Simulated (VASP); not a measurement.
# CoO (P1) in VASP: notebook

The runs below take CoO through single point, with PBE+D3(BJ).

Program: VASP 6.6.1. These are calculated values, not measurements. Logs are shortened: lines on timing, memory, paths and dates and some standing lists are left out, and cuts for length are marked.

## Step 1: The cell of the first run

The typed cell holds 16 atoms: a = 6.431 Å, b = 6.431 Å, c = 6.431 Å, α = 60.85°, β = 60.85°, γ = 60.85°.

## Step 2: Single point, PBE+D3(BJ)

INCAR reads:

```
  PREC = Accurate
  ENCUT = 520
  EDIFF = 1E-6
  ISMEAR = -1
  SIGMA = 0.3
  LREAL = Auto
  LASPH = T
  NELM = 60
  ALGO = Normal
  ISIF = 2
  LWAVE = F
  LCHARG = F
  GGA = PE
  IVDW = 12
  NBANDS = 74
```

KPOINTS reads:

```
Automatic mesh
0
Gamma
  3 3 3
```

POSCAR reads:

```
CoO
1.0
   -3.2569810000     -1.8804190000      5.2171030000
    3.2569810000     -1.8804190000      5.2171030000
    0.0000000000      3.7608380000      5.2171030000
Co O
8 8
Direct
    1.0707369851      0.9501959074      0.9680822755
    0.4904399673      0.4753953601      0.5322949568
    0.5304859065      0.4237920081      1.0331852427
    1.0237241452      0.9145125778      0.5807474718
    0.4692075511      1.0046113499      0.5163469056
    0.9533768640      0.4978015935      1.0322496060
    1.0158250418      0.6090679867      0.3396263609
    0.5106766836      0.9798228039      1.0309573440
    0.3398005788      0.3658062570      0.3955598461
    0.8635956857      0.8263526070      0.9088694803
    0.8755920735      0.9161818099      0.3729715702
    0.3016837610      0.3893416258      0.9314459349
    0.8825832719      0.3674743413      0.9083433232
    0.3224577288      0.8451196663      0.3524040966
    0.4149584197      0.8683844606      0.8438338306
    0.8558222099      0.2555423802      0.4910956258
```

Potentials or basis: VASP PAW PBE potentials, release 64 (Co, O).

Started as:

```
$ cat potpaw_PBE.64/Co/POTCAR potpaw_PBE.64/O/POTCAR > POTCAR
$ mpirun -np 1 vasp_std > vasp.out
```

OUTCAR:

```text
PREC = Accurate
   ENCUT = 520
   EDIFF = 1E-6
   ISMEAR = -1
   LREAL = Auto
   LASPH = T
   NELM = 60
   ISIF = 2
   GGA = PE
   IVDW = 12
 IVDW          = 12

 ion  position               nearest neighbor table
   1  0.071  0.950  0.968-  15 1.84  10 2.09  11 2.22  13 2.26   7 2.34   4 2.78   5 2.79
   2  0.490  0.475  0.532-  16 2.03  14 2.05   9 2.08  12 2.15   4 2.96
   3  0.530  0.424  0.033-  13 1.90   9 1.97  12 2.01  15 2.37   7 2.89   8 2.93   5 2.96   6 2.98

   4  0.024  0.915  0.581-  14 1.76  10 1.77  16 1.84  11 1.98   1 2.78   6 2.85   2 2.96   5 2.99
                             7 3.07
   5  0.469  0.005  0.516-  15 1.76   9 1.92  11 2.17  14 2.45   1 2.79   3 2.96   4 2.99   8 3.08

   6  0.953  0.498  0.032-  13 1.71  10 1.75  12 1.85  16 2.49   7 2.65   4 2.85   3 2.98   8 3.02

   7  0.016  0.609  0.340-  11 1.80   9 1.98   1 2.34  16 2.51   6 2.65   3 2.89   4 3.07
   8  0.511  0.980  0.031-  14 1.82  10 1.89  15 2.08  12 2.21   3 2.93   6 3.02   5 3.08
   9  0.340  0.366  0.396-   5 1.92   3 1.97   7 1.98   2 2.08
  10  0.864  0.826  0.909-   6 1.75   4 1.77   8 1.89   1 2.09
  11  0.876  0.916  0.373-   7 1.80   4 1.98   5 2.17   1 2.22
  12  0.302  0.389  0.931-   6 1.85   3 2.01   2 2.15   8 2.21
  13  0.883  0.367  0.908-   6 1.71   3 1.90   1 2.26
  14  0.322  0.845  0.352-   4 1.76   8 1.82   2 2.05   5 2.45
  15  0.415  0.868  0.844-   5 1.76   1 1.84   8 2.08   3 2.37
  16  0.856  0.256  0.491-   4 1.84   2 2.03   6 2.49   7 2.51

  LATTYP: Found a trigonal (rhomboedric) cell.
 ALAT       =     6.4313347118
 COS(alpha) =     0.4870697897

  Lattice vectors:

 A1 = (  -3.2569810000,  -1.8804190000,   5.2171030000)
 A2 = (   3.2569810000,  -1.8804190000,   5.2171030000)
 A3 = (   0.0000000000,   3.7608380000,   5.2171030000)

Analysis of symmetry for initial positions (statically):
=====================================================================
 Subroutine PRICEL returns:
 Original cell was already a primitive cell.

 Routine SETGRP: Setting up the symmetry group for a
 trigonal (rhombohedral) supercell.

 Subroutine GETGRP returns: Found  1 space group operations
 (whereof  1 operations were pure point group operations)
 out of a pool of 12 trial point group operations.

The static configuration has the point symmetry C_1 .

Analysis of symmetry for dynamics (positions and initial velocities):
=====================================================================
 Subroutine PRICEL returns:
 Original cell was already a primitive cell.

 Routine SETGRP: Setting up the symmetry group for a
 trigonal (rhombohedral) supercell.
[... 128 lines left out ...]
   ISIF   =      2    stress and relaxation
   ISYM   =      2    0-nonsym 1-usesym 2-fastsym
   POTIM  = 0.5000    time-step for ionic-motion
   TEBEG  =    0.0;   TEEND  =   0.0 temperature during run
   PSTRESS=    0.0 pullay stress
   NELECT =     120.0000    total number of electrons
   NUPDOWN=      -1.0000    fix difference up-down
   EMIN   =  10.00;   EMAX   =-10.00  energy-range for DOS
   EFERMI =   0.00;   METHOD = LEGACY
   ISMEAR =    -1;   SIGMA  =   0.30  broadening in eV -4-tet -1-fermi 0-gaus
   EFERMI_NEDOS =   21; number of points for ismear=-14 and -15
   IALGO  =     38    algorithm
   IMIX   =      4    mixing-type and parameters
     AMIX     =   0.40;   BMIX     =  1.00
     AMIX_MAG =   1.60;   BMIX_MAG =  1.00
  volume/ion in A,a.u.               =      11.98        80.86
  Fermi-wavevector in a.u.,A,eV,Ry     =   1.400399  2.646370 26.682615  1.961117
  Thomas-Fermi vector in A             =   2.523363
   LORBIT       =      0    0 simple, 1 ext, 2 COOP (PROOUT), +10 PAW based schemes
   GGA     = PE    functional components
   LHFCALC =     F    Hartree Fock is set to
   AEXX    =    0.0000 exact exchange contribution
   IVDW    =    12    specifies the selected vdW correction
   LEPSILON=     F    determine dielectric tensor
   LRPA    =     F    only Hartree local field effects (RPA)
 non-spin polarized calculation
  energy-cutoff  :      520.00
  volume of cell :      191.71
 maximum number of plane-waves:      5186
   NGX = 23   NGY = 23   NGZ = 23

 number of electron     120.0000005 magnetization

 Free energy of the ion-electron system (eV)
  ---------------------------------------------------
  ext. energy  EPLUGINS =         0.00000000
  ---------------------------------------------------
  free energy    TOTEN  =      -103.86876436 eV

  energy without entropy =      -96.79399738  energy(sigma->0) =     -100.33138087

 E-fermi :   5.1819     XC(G=0): -11.0031

 val. band max:        5.1711036804   @ k =   0.3333   0.0000  -0.3333
 cond. band min:       5.1831293574   @ k =   0.3333  -0.3333   0.3333
 fundamental gap:      0.0120256770
 Fermi energy:         5.1818761483

 k-point     1 :       0.0000    0.0000    0.0000
  band No.  band energies     occupation
      1     -15.4315      2.00000
      2     -14.4075      2.00000
      3     -14.1366      2.00000
      4     -13.9213      2.00000
      5     -13.6436      2.00000
      6     -13.5632      2.00000
[... 1039 lines left out ...]
     71       6.0592      0.10193
     72       6.4414      0.02960
 [bands above 72 left out]

------------------------ aborting loop because EDIFF is reached ----------------------------------------

 Edisp (eV)   -3.34032

 E8    (eV) :    -1.2945

  FORCE on cell =-STRESS in cart. coord.  units (eV):
  Direction    XX          YY          ZZ          XY          YZ          ZX
  --------------------------------------------------------------------------------------
  -------------------------------------------------------------------------------------
  Total     -18.14150   -11.32757   -14.65752    -0.93189     1.34422     2.24595
  in kB    -151.61193   -94.66662  -122.49560    -7.78800    11.23392    18.76983
  external pressure =     -122.92 kB  Pullay stress =        0.00 kB

 VOLUME and BASIS-vectors are now :
 -----------------------------------------------------------------------------
  energy-cutoff  :      520.00
  volume of cell :      191.71
      direct lattice vectors                 reciprocal lattice vectors
    -3.256981000 -1.880419000  5.217103000    -0.153516401 -0.088632728  0.063892419
     3.256981000 -1.880419000  5.217103000     0.153516401 -0.088632728  0.063892419
     0.000000000  3.760838000  5.217103000     0.000000000  0.177265457  0.063892419

 POSITION                                       TOTAL-FORCE (eV/Angst)
 -----------------------------------------------------------------------------------
      2.86438      1.72102     10.37690         0.829447     -0.144262     -0.072667
     -0.04900      0.18570      7.81590        -0.397560     -0.291098      0.019110
     -0.34750     -1.66964      5.15170        -0.195236      0.049627     -0.213963
      2.90128      0.41982      7.92470         0.990953     -1.216262     -0.427138
     -1.51318      1.05092      5.16580        -0.062948     -1.296524     -0.231164
     -1.48380     -2.60754      7.73920        -0.839052      1.221843      1.163899
[... 8 lines left out ...]
      1.47680      0.76030     11.09770        -0.040692      1.088786      0.805828
     -1.95510     -0.24290      8.36020         1.657912     -0.687725      0.384049
 -----------------------------------------------------------------------------------
    total drift:                               -0.007040     -0.006576     -0.001820

  FREE ENERGIE OF THE ION-ELECTRON SYSTEM (eV)
  ---------------------------------------------------
  free  energy   TOTEN  =      -107.2090807615 eV

  energy  without entropy=     -100.1343137734  energy(sigma->0) =     -103.67169727
```

Run time: 8.8 min. Hardware: 1 thread of AMD EPYC 9R45 (Zen 5), shared host; peak memory 0.36 GiB.

Results:

| Quantity | Value |
| --- | --- |
| Free energy | -107.2091 eV |
| Pressure | -12.3 GPa |
| Largest force | 2.660 eV/Å |
| Band gap on the k mesh | zero (bands 60 and 61 overlap by 0.11 eV) |
| Dispersion energy per atom | -0.209 eV |

Forces on the atoms (eV/Å):
```
Co   0.829 -0.144 -0.073
Co  -0.398 -0.291  0.019
Co  -0.195  0.050 -0.214
Co   0.991 -1.216 -0.427
Co  -0.063 -1.297 -0.231
Co  -0.839  1.222  1.164
Co  -1.058  1.197 -0.085
Co   0.691 -0.248 -0.286
O   -0.160 -0.555  0.019
O    1.735  0.287  1.303
O    0.046  0.499 -1.154
O   -1.663 -0.700  0.219
O    0.005  1.058 -2.440
O   -1.538 -0.263  0.997
O   -0.041  1.089  0.806
O    1.658 -0.688  0.384
```

Caveat: the k points lie up to 0.39 Å⁻¹ apart; so wide a smearing shifts energies and pressures; the run has no spin polarisation, though such a crystal can be magnetic; semilocal functionals often make such compounds metallic where correlation or magnetic order opens a gap, which also shifts bond lengths; forces of over 1 eV/Å act on the atoms, so gaps and moduli don't describe the material at rest. With open d or f shells a metallic result of PBE can be an artefact of self-interaction; +U or a hybrid may open a gap.

## Step 3: Single point, PBE+D3(BJ)

INCAR reads:

```
SYSTEM = CoO
PREC     = Accurate       ! precision mode
ENCUT    = 520            ! plane-wave cutoff, eV
EDIFF    = 1E-7           ! SCF threshold, eV
ISMEAR   = -1             ! smearing method
SIGMA    = 0.3            ! smearing width, eV
LREAL    = Auto         
LASPH    = .TRUE.         ! aspherical terms in the spheres
NELM     = 100            ! most SCF steps
ALGO     = Normal         ! electronic algorithm
ISIF     = 2              ! what is computed and relaxed
LWAVE    = .FALSE.        ! write WAVECAR
LCHARG   = .FALSE.        ! write CHGCAR
GGA      = PE             ! functional
IVDW     = 12             ! dispersion correction
NBANDS   = 74             ! bands
```

KPOINTS reads:

```
regular mesh
0
G
  3 3 3
  0 0 0
```

POSCAR reads:

```
CoO
1.0
   -3.2569810000     -1.8804190000      5.2171030000
    3.2569810000     -1.8804190000      5.2171030000
    0.0000000000      3.7608380000      5.2171030000
Co O
8 8
Direct
    1.0650832833      0.9725435970      0.9352682303
    0.5741728249      0.4452804550      0.4346104026
    0.4912579368      0.4256143239      1.0734852231
    1.0078206591      0.8394131676      0.6605372486
    0.4460392412      0.9991588326      0.5216597782
    0.9508062321      0.4842698906      1.0701456451
    0.9979046988      0.5655718114      0.3342050192
    0.4420083627      0.9642711576      1.0642294960
    0.2676516126      0.3387604094      0.4303319334
    0.7921231277      0.8712147773      1.0336186243
    0.9115927276      0.7784633049      0.4896019118
    0.3028324865      0.3925781743      0.9797719070
    0.8769782715      0.3350346740      0.8721705564
    0.3445124245      0.8120312709      0.4333041570
    0.4057763268      0.8089103948      0.8914821618
    0.8612564467      0.2995092336      0.5177904073
```

Potentials or basis: VASP PAW PBE potentials, release 64 (Co, O).

Started as:

```
$ cat potpaw_PBE.64/Co/POTCAR potpaw_PBE.64/O/POTCAR > POTCAR
$ mpirun -np 1 vasp_std > vasp.out
```

It took 9.1 min on 1 thread of AMD EPYC 9R45 (Zen 5), shared host; peak memory 0.35 GiB.

The run converged. Its results:

* Free energy: -105.7431 eV
* Pressure: -13.5 GPa
* Largest force: 2.826 eV/Å
* Band gap on the k mesh: zero (bands 60 and 61 overlap by 0.02 eV)
* Dispersion energy per atom: -0.205 eV

Forces on the atoms (eV/Å):
```
Co   1.241 -0.236  0.794
Co   0.368  0.423  0.217
Co  -1.051 -0.408  2.335
Co   0.222 -0.334  0.700
Co   0.101  0.609 -0.037
Co  -0.223 -1.220 -2.104
Co   0.490  1.645  1.387
Co   0.000  0.137  0.059
O   -1.763 -1.544  1.418
O   -0.809 -0.564 -0.935
O    0.967 -0.251 -0.674
O   -0.580  0.355 -2.743
O   -0.117  2.603  0.938
O   -0.458 -0.053  0.104
O    0.452 -0.298  0.441
O    1.160 -0.862 -1.901
```

Stress tensor (GPa, compression positive):
```
-16.99   1.07  -1.26
  1.07 -11.95   2.35
 -1.26   2.35 -11.62
```

Levels at points of the mesh, in eV from the Fermi level:
```
           k point  band 59  band 60  band 61  band 62  band 63  band 64
(0.00, 0.00, 0.00)    -0.28    -0.13    -0.01     0.15     0.21     0.28
```

Caveat: the k points lie up to 0.39 Å⁻¹ apart; so wide a smearing shifts energies and pressures; the run has no spin polarisation, though such a crystal can be magnetic; semilocal functionals often make such compounds metallic where correlation or magnetic order opens a gap, which also shifts bond lengths; forces of over 1 eV/Å act on the atoms, so gaps and moduli don't describe the material at rest. Spin polarisation is off, so any magnetic state and its effect on volume and gap are missing.

## Step 4: Single point, PBE+D3(BJ)

INCAR reads:

```
  ALGO = Normal
  EDIFF = 1E-6
  ENCUT = 520
  GGA = PE
  ISIF = 2
  ISMEAR = -1
  IVDW = 12
  LASPH = T
  LCHARG = F
  LREAL = Auto
  LWAVE = F
  NBANDS = 74
  NELM = 80
  PREC = Accurate
  SIGMA = 0.3
```

KPOINTS reads:

```
k-points
0
Gamma
  3 3 3
```

POSCAR reads:

```
CoO
1.0
   -3.2569810000     -1.8804190000      5.2171030000
    3.2569810000     -1.8804190000      5.2171030000
    0.0000000000      3.7608380000      5.2171030000
Co O
8 8
Direct
    1.0715028932      1.0750030672      0.8942237319
    0.5975554174      0.3809744794      0.4155579714
    0.5033668135      0.4465350420      1.0882982721
    0.9758100888      0.8334082756      0.6536810646
    0.4509212833      0.9516303755      0.5299576285
    0.9752788450      0.3866048552      1.0926586004
    0.9497910164      0.5011853905      0.4259273077
    0.3915454929      1.0027556903      1.0291510660
    0.3617057449      0.3442662818      0.4526978329
    0.8226807763      0.8442651822      0.9720857033
    0.9786921974      0.7549880985      0.4096548079
    0.2975211004      0.3337816742      1.0657501684
    0.8504988083      0.3486843980      0.8328640813
    0.2658680968      0.8622179066      0.5180957952
    0.3593296306      0.7934433082      0.9870928066
    0.9446939011      0.1820551261      0.4146044788
```

Started as:

```
$ cat potpaw_PBE.64/Co/POTCAR potpaw_PBE.64/O/POTCAR > POTCAR
$ mpirun -np 1 vasp_std > vasp.out
```

Run time: 8.2 min. Hardware: 1 thread of AMD EPYC 9R45 (Zen 5), shared host; peak memory 0.37 GiB.

The run converged. Its results:

| Property | Result |
| --- | --- |
| Free energy | -103.5477 eV |
| Pressure | 0.9 GPa |
| Largest force | 9.023 eV/Å |
| Band gap on the k mesh | zero (bands 60 and 61 overlap by 0.02 eV) |
| Dispersion energy per atom | -0.206 eV |

Forces in eV/Å, atoms in the order of the input:
```
Co  -3.214  1.634 -0.400
Co  -4.801 -1.933  7.391
Co  -0.334 -0.698 -1.112
Co   1.057  0.583 -1.115
Co  -0.076 -1.077  3.848
Co   0.219 -1.640  0.000
Co  -0.965  1.890 -1.162
Co   1.521 -1.461  5.355
O    2.503  3.089 -6.631
O   -0.202 -0.040 -0.546
O    1.536  0.426  0.780
O   -1.010 -0.775 -0.896
O    3.415 -0.704 -0.009
O   -2.184  0.178 -2.015
O   -1.140 -0.093 -3.939
O    3.676  0.620  0.450
```

Stress tensor (GPa, compression positive):
```
-2.84  0.58 -5.22
 0.58 -0.96 -4.93
-5.22 -4.93  6.49
```

Levels at points of the mesh, in eV from the Fermi level:
| k point | band 57 | band 58 | band 59 | band 60 | band 61 | band 62 | band 63 | band 64 | band 65 | band 66 |
| --- | --- | --- | --- | --- | --- | --- | --- | --- | --- | --- |
| (0.00, 0.00, 0.00) | -0.35 | -0.25 | -0.19 | -0.12 | -0.07 | 0.11 | 0.25 | 0.32 | 0.46 | 0.57 |

Caveat: the k points lie up to 0.39 Å⁻¹ apart; so wide a smearing shifts energies and pressures; the run has no spin polarisation, though such a crystal can be magnetic; semilocal functionals often make such compounds metallic where correlation or magnetic order opens a gap, which also shifts bond lengths; forces of over 1 eV/Å act on the atoms, so gaps and moduli don't describe the material at rest. With open d or f shells a metallic result of PBE can be an artefact of self-interaction; +U or a hybrid may open a gap.

## Step 5: The runs side by side

| cell | gap on the mesh (eV) | pressure (GPa) | largest force (eV/Å) |
| --- | --- | --- | --- |
| as given, atomic positions A | none | -12.3 | 2.66 |
| as given, atomic positions B | none | -13.5 | 2.83 |
| as given, atomic positions C | none | 0.9 | 9.02 |

Alike in all rows: task single point; level PBE+D3(BJ); potentials or basis VASP PAW PBE potentials, release 64 (Co, O); no spin polarisation; k mesh 3 × 3 × 3; cutoff (eV) 520; smearing fermi-dirac 0.3 eV.

Caveats: all runs use coarse meshes; so wide a smearing shifts energies and pressures; the run has no spin polarisation, though such a crystal can be magnetic; semilocal functionals often make such compounds metallic where correlation or magnetic order opens a gap, which also shifts bond lengths; forces of over 1 eV/Å act on the atoms, so gaps and moduli don't describe the material at rest.

Total energies depend on the potentials used, so only differences within one code and one set of settings carry meaning.
